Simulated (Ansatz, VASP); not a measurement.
# One calculation of BN, two programs

File POSCAR:

```
BN
1.0
    2.4982400000      0.0000000000      0.0000000000
   -1.2491200000      2.1635393048      0.0000000000
    0.0000000000      0.0000000000      6.6357000000
N B
2 2
Direct
    0.6666666667      0.3333333333      0.2500000000
    0.3333333333      0.6666666667      0.7500000000
    0.6666666667      0.3333333333      0.7500000000
    0.3333333333      0.6666666667      0.2500000000
```

INCAR.step1

```
  PREC = Accurate
  ENCUT = 520
  EDIFF = 1E-5
  ISMEAR = -1
  SIGMA = 0.05
  LREAL = F
  LASPH = T
  NELM = 80
  ALGO = Normal
  ISIF = 2
  LWAVE = T
  LCHARG = F
  GGA = PE
  NBANDS = 16
```

File INCAR.step2:

```
  PREC = Accurate
  ENCUT = 520
  EDIFF = 1E-7
  ISMEAR = -1
  SIGMA = 0.05
  LREAL = F
  LASPH = T
  NELM = 80
  ALGO = Normal
  ISIF = 2
  LWAVE = F
  LCHARG = F
  METAGGA = R2SCAN
  LHFCALC = T
  AEXX = 0.1
  LMIXTAU = T
  PRECFOCK = Normal
  ISTART = 1
  NBANDS = 16
```

Contents of KPOINTS:

```
regular mesh
0
Gamma
  7 7 3
```

The input input.yaml:

```yaml
crystal:
  lattice:
    - [2.49824, 0.0, 0.0]
    - [-1.24912, 2.1635393048, 0.0]
    - [0.0, 0.0, 6.6357]
  atoms:
    - { symbol: "N", position: [0.6666666667, 0.3333333333, 0.25] }
    - { symbol: "N", position: [0.3333333333, 0.6666666667, 0.75] }
    - { symbol: B, position: [0.6666666667, 0.3333333333, 0.75] }
    - { symbol: B, position: [0.3333333333, 0.6666666667, 0.25] }
hamiltonian:
  xc: { exchange: r2scan, correlation: r2scan, exx: { coeff: 0.1 } }
  pseudopotentials: { kind: paw }
kpoints:
  mp_grid: { grid: [7, 7, 3] }
scf:
  occupations: { method: fermi_dirac, width: 0.05 }
output:
  forces: true
  stress: true
  eigenvalues: true
  write_density: true
  write_potential: true
  elf: true
  volumetric_format: npy
```

Alike in both runs: task single point; functional r2SCAN-based global hybrid with a share of 0.1 of exact exchange; k mesh 7 × 7 × 3; occupations fermi-dirac, width 0.05 eV; no spin polarisation.

```csv
,VASP,Ansatz
version,VASP 6.6.1,Ansatz 0.2.0
potentials or method,"VASP PAW PBE potentials, release 64 (N, B)",Ansatz PAW
plane-wave cutoff (eV),520,500
valence electrons in the cell,16,16
```

```csv
,VASP,Ansatz,Ansatz less VASP
gap on the k mesh at the Fermi level (eV),5.88,5.83,-0.045
least direct gap on the mesh (eV),6.10,6.06,-0.043
pressure (GPa),0.2,-0.2,-0.41
"traceless stress, the component that is largest in VASP (GPa)",0.49,1.21,+0.716
```

VASP's potentials were made for PBE, not for r2SCAN-based global hybrid. The functional is the same, so the differences come from potentials, cutoffs and numerics.

Noted on Ansatz's run: odd divisions of the mesh miss points on the zone boundary, where band edges often lie, so the gap on the mesh can be too wide.
